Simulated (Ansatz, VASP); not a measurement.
# One calculation of Si3N4, two programs

Contents of INCAR:

```
PREC = Accurate
ENCUT = 520
EDIFF = 1E-7
ISMEAR = -1
SIGMA = 0.05
LREAL = F
LASPH = T
NELM = 60
ALGO = Normal
ISIF = 2
LWAVE = F
LCHARG = F
GGA = PE
NBANDS = 25
```

KPOINTS

```
Automatic mesh
0
Gamma
  6 6 6
```

The input POSCAR:

```
Si3N4
1.0
    4.0481644000      0.0000000000      0.0000000000
    0.0000000000      4.0481644000      0.0000000000
    0.0000000000      0.0000000000      4.1307800000
Si N
3 4
Direct
    0.0000000000      0.0000000000      0.5000000000
    0.5000000000      0.0000000000      0.0000000000
    0.0000000000      0.5000000000      0.0000000000
    0.2395200000      0.2395200000      0.7604800000
    0.7604800000      0.7604800000      0.7604800000
    0.2395200000      0.7604800000      0.2395200000
    0.7604800000      0.2395200000      0.2395200000
```

input.yaml

```yaml
crystal:
  lattice:
    - [4.0481644, 0.0, 0.0]
    - [0.0, 4.0481644, 0.0]
    - [0.0, 0.0, 4.13078]
  atoms:
    - { symbol: Si, position: [0.0, 0.0, 0.5] }
    - { symbol: Si, position: [0.5, 0.0, 0.0] }
    - { symbol: Si, position: [0.0, 0.5, 0.0] }
    - { symbol: "N", position: [0.23952, 0.23952, 0.76048] }
    - { symbol: "N", position: [0.76048, 0.76048, 0.76048] }
    - { symbol: "N", position: [0.23952, 0.76048, 0.23952] }
    - { symbol: "N", position: [0.76048, 0.23952, 0.23952] }
hamiltonian:
  xc: pbe
  pseudopotentials: { kind: paw }
kpoints:
  mp_grid: { grid: [6, 6, 6] }
  band_path:
    path:
      - [[0.0, 0.0, 0.0], [0.0, 0.5, 0.0], [0.5, 0.5, 0.0], [0.0, 0.0, 0.0], [0.0, 0.0, 0.5], [0.0, 0.5, 0.5], [0.5, 0.5, 0.5], [0.0, 0.0, 0.5]]
      - [[0.0, 0.5, 0.0], [0.0, 0.5, 0.5]]
      - [[0.5, 0.5, 0.0], [0.5, 0.5, 0.5]]
    npoints: 10
scf:
  occupations: { method: fermi_dirac, width: 0.05 }
  n_extra_bands: 17
output:
  forces: true
  stress: true
  eigenvalues: true
  fatbands: false
```

Alike in both runs: functional PBE; k mesh 6 × 6 × 6; occupations fermi-dirac, width 0.05 eV; no spin polarisation.

|  | VASP | Ansatz |
| --- | --- | --- |
| version | VASP 6.6.1 | Ansatz 0.2.0 |
| potentials or method | VASP PAW PBE potentials, release 64 (Si, N) | Ansatz PAW |
| plane-wave cutoff (eV) | 520 | 420 |
| valence electrons in the cell | 32 | 32 |
| task | single point | band structure |

```tsv
	VASP	Ansatz	Ansatz less VASP
gap on the k mesh at the Fermi level (eV)	2.67	2.68	+0.011
least direct gap on the mesh (eV)	2.91	2.92	+0.012
pressure (GPa)	10.2	10.5	+0.25
traceless stress, the component that is largest in VASP (GPa)	-2.34	-2.34	+0.009
rms of the force components (eV/Å)	0.154	0.163	+0.0085
```

Atom by atom the forces differ by 0.009 eV/Å (rms over components).
